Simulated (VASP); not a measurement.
Here is a VASP 6.6.1 calculation.

Contents of POSCAR:

```
PbSe
1.0
    0.0000000000      3.0621516472      3.0621516472
    3.0621516472      0.0000000000      3.0621516472
    3.0621516472      3.0621516472      0.0000000000
Pb Se
1 1
Direct
    0.5000000000      0.5000000000      0.5000000000
    0.0000000000      0.0000000000      0.0000000000
```

Contents of INCAR.step1:

```
PREC     = Accurate       # precision mode
ENCUT    = 520            # plane-wave cutoff, eV
EDIFF    = 1E-5           # SCF threshold, eV
ISMEAR   = 0              # smearing method
SIGMA    = 0.05           # smearing width, eV
LREAL    = F              # projectors in reciprocal space
LASPH    = T              # aspherical terms in the spheres
NELM     = 60             # most SCF steps
ALGO     = Normal         # electronic algorithm
ISIF     = 2              # what is computed and relaxed
LWAVE    = T              # write WAVECAR
GGA      = PE             # functional
NBANDS   = 17             # bands
```

File INCAR.step2:

```
PREC     = Accurate       # precision mode
ENCUT    = 520            # plane-wave cutoff, eV
EDIFF    = 1E-7           # SCF threshold, eV
ISMEAR   = 0              # smearing method
SIGMA    = 0.05           # smearing width, eV
LREAL    = F              # projectors in reciprocal space
LASPH    = T              # aspherical terms in the spheres
NELM     = 60             # most SCF steps
ALGO     = Normal         # electronic algorithm
ISIF     = 2              # what is computed and relaxed
LWAVE    = F              # write WAVECAR
LCHARG   = T              # write CHGCAR
GGA      = B3             # functional
LHFCALC  = T              # exact exchange
AEXX     = 0.2            # exact-exchange fraction
AGGAX    = 0.72         
AGGAC    = 0.81         
ALDAC    = 0.19         
PRECFOCK = Normal       
LELF     = T              # ELF
LVHAR    = T            
ISTART   = 1            
NBANDS   = 17             # bands
```

File KPOINTS:

```
Automatic mesh
0
Gamma
  6 6 6
```

Potentials or basis: VASP PAW PBE potentials, release 64 (Pb_d, Se).

Launch:

```bash
$ cat potpaw_PBE.64/Pb_d/POTCAR potpaw_PBE.64/Se/POTCAR > POTCAR
$ cp INCAR.step1 INCAR
$ mpirun -np 1 vasp_std > vasp.out
$ cp INCAR.step2 INCAR
$ mpirun -np 1 vasp_std > vasp.out
```

Q: What does it give for the pressure?

A: 4.4 GPa.

Q: Predict the band gap on the k mesh.

A: 1.20 eV.

Caveat: the cell stands under pressure; the PAW data sets were made with another functional, which shifts forces and pressure a little; spin-orbit coupling is left out, which moves the levels of the heavy elements. A k mesh can miss the band edges.
